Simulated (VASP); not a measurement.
Set up this calculation in VASP 6.6.1, as the native input.

```
Task                   : relaxation of cell and atoms
Functional             : PBE
Dispersion             : D3(BJ)
Potentials or basis    : VASP PAW PBE potentials, release 64 (Hf_pv)
Cutoff                 : 600 eV
k mesh                 : 15 × 15 × 8
Occupations            : gaussian, width 0.1 eV
Spin                   : no spin polarisation
Dipole correction      : no
Further INCAR settings : ALGO = Normal; EDIFF = 1e-07; IBRION = 2; EDIFFG = -0.005; NSW = 100; ISIF = 3
```

The structure of Hf lies in POSCAR:

```
Hf
1.0
    3.1923846315      0.0000000000      0.0000000000
   -1.5961923157      2.7646861895      0.0000000000
    0.0000000000      0.0000000000      5.0450416400
Hf
2
Direct
    0.3333333300      0.6666666700      0.2500000000
    0.6666666700      0.3333333300      0.7500000000
```

One way to write it, as run:

INCAR

```
PREC = Accurate ; ENCUT = 600
EDIFF = 1E-7 ; ISMEAR = 0
SIGMA = 0.1 ; LREAL = F
LASPH = T ; NELM = 100
ALGO = Normal ; ISIF = 3
LWAVE = F ; LCHARG = F
GGA = PE ; IVDW = 12
IBRION = 2 ; NSW = 100
EDIFFG = -0.005
```

KPOINTS

```
Automatic mesh
0
Gamma
  15 15 8
```

Potentials or basis: VASP PAW PBE potentials, release 64 (Hf_pv).

Run with:

```sh
$ cat potpaw_PBE.64/Hf_pv/POTCAR > POTCAR
$ mpirun -np 1 vasp_std > vasp.out
```

It gave:

| Item | Value |
| --- | --- |
| Relaxed volume | 21.76 Å³/atom |
| Relaxed cell | a = 3.168 Å, b = 3.168 Å, c = 5.007 Å, α = 90.00°, β = 90.00°, γ = 120.00° |
| Space group after relaxing (to 0.05 Å) | P6_3/mmc (No. 194) |
| Energy gained by relaxing | 4.0 meV/atom |
| Ionic steps | 3 |
| Pressure after relaxing | 0.0 GPa |
| Band gap on the k mesh | zero (band 10 reaches 6.30 eV, above the bottom of band 11 at 4.67 eV) |
| Dispersion energy per atom | -0.463 eV |

Caveat: spin-orbit coupling is left out, which moves the levels of the heavy elements; pairwise dispersion overbinds metals, which lowers pressure and volume.

It took 90 s on 1 thread of Intel(R) Xeon(R) Platinum 8559C (Emerald Rapids), on a shared host, peak memory 0.26 GiB.
